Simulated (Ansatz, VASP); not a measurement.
Sr6Te: VASP beside Ansatz

```
CELL_PARAMETERS angstrom
10.09173 0.00000 0.00000
0.00000 10.09173 0.00000
0.00000 0.00000 10.09173
ATOMIC_POSITIONS crystal
Sr 0.79473 0.50000 0.50000
Sr 0.20527 0.50000 0.50000
Sr 0.50000 0.50000 0.79473
Sr 0.50000 0.50000 0.20527
Sr 0.50000 0.20527 0.50000
Sr 0.50000 0.79473 0.50000
Te 0.00000 0.00000 0.00000
```

Change from the starting cell: species swapped into the LaB6 type (Pm-3m, No. 221).

Alike in both runs: functional PBE; k mesh 4 × 4 × 4; occupations gaussian, width 0.1 eV; no spin polarisation.

Ansatz relaxed the structure, and its values are those at the end. VASP's run is a single point on that final structure, the one shown.

|  | VASP | Ansatz |
| --- | --- | --- |
| version | VASP 6.6.1 | Ansatz 0.2.0 |
| potentials or method | VASP PAW PBE potentials, release 64 (Sr_sv, Te), cutoff 520 eV | scalar-relativistic, plane waves, PAW |
| valence electrons in the cell | 66 | 76 |

|  | VASP | Ansatz | Ansatz less VASP |
| --- | --- | --- | --- |
| gap on the k mesh at the Fermi level (eV) | none | none | - |
| pressure (GPa) | 0.0 | 0.0 | 0.00 |
| rms of the force components (eV/Å) | 0.010 | 0.010 | +0.0001 |

A gap of «none» marks a metal or a gap that the smearing closes. VASP's potentials hold 66 valence electrons a cell and Ansatz's 76, so a difference there can come from the potentials and not from the codes.

Neither program's run includes spin-orbit coupling.
